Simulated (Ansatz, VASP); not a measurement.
## AlNi3: VASP beside Ansatz

Contents of INCAR:

```
SYSTEM = AlNi3
ALGO = Normal
EDIFF = 1E-6
ENCUT = 520
GGA = PS
ISIF = 2
ISMEAR = -1
ISPIN = 2
LASPH = .TRUE.
LCHARG = .FALSE.
LMAXMIX = 4
LORBIT = 11
LREAL = .FALSE.
LWAVE = .FALSE.
MAGMOM = 1 -0.5 1 0
NBANDS = 28
NELM = 150
PREC = Accurate
SIGMA = 0.05
```

Contents of KPOINTS:

```
k-points
0
G
  6 6 6
  0 0 0
```

Contents of POSCAR:

```
AlNi3
1.0
    3.5230547267      0.0000000000      0.0000000000
    0.0000000000      3.5230547267      0.0000000000
    0.0000000000      0.0000000000      3.5230547267
Ni Al
3 1
Direct
    0.5000000000      0.5000000000      0.0000000000
    0.5000000000      0.0000000000      0.5000000000
    0.0000000000      0.5000000000      0.5000000000
    0.0000000000      0.0000000000      0.0000000000
```

The input input.yaml:

```yaml
crystal:
  lattice:
    - [3.5230547267, 0.0, 0.0]
    - [0.0, 3.5230547267, 0.0]
    - [0.0, 0.0, 3.5230547267]
  atoms:
    - { symbol: Ni, position: [0.5, 0.5, 0.0], spin: 1.0 }
    - { symbol: Ni, position: [0.5, 0.0, 0.5], spin: -0.5 }
    - { symbol: Ni, position: [0.0, 0.5, 0.5], spin: 1.0 }
    - { symbol: Al, position: [0.0, 0.0, 0.0] }
kpoints:
  mp_grid: { grid: [6, 6, 6] }
scf:
  occupations: { method: fermi_dirac, width: 0.05 }
hamiltonian:
  xc: pbesol
  pseudopotentials: { kind: all_electron, lapw: { basis_error: 0.002 } }
magnetization:
  spin_polarized: true
output:
  forces: true
  stress: true
  eigenvalues: true
```

Alike in both runs: task single point; functional PBEsol; k mesh 6 × 6 × 6; occupations fermi-dirac, width 0.05 eV; collinear spin.

|  | VASP | Ansatz |
| --- | --- | --- |
| version | VASP 6.6.1 | Ansatz 0.2.0 |
| potentials or method | VASP PAW PBE potentials, release 64 (Ni, Al), cutoff 520 eV | all-electron LAPW, scalar-relativistic |

VASP gave:

```
gap on the k mesh at the Fermi level (eV) : none
pressure (GPa)                            : -0.4
net moment per atom (μB)                  : 0.16
```

Question: Estimate Ansatz's values.

Answer: gap on the k mesh at the Fermi level (eV): none; pressure (GPa): -0.7; net moment per atom (μB): 0.17.

VASP's potentials were made for PBE, not for PBEsol. A gap of «none» marks a metal or a gap that the smearing closes. Ansatz ran all-electron here, and VASP with PAW potentials.

Noted on Ansatz's run: the k mesh is thin for a metal, which can move the energy by tens of meV per atom.
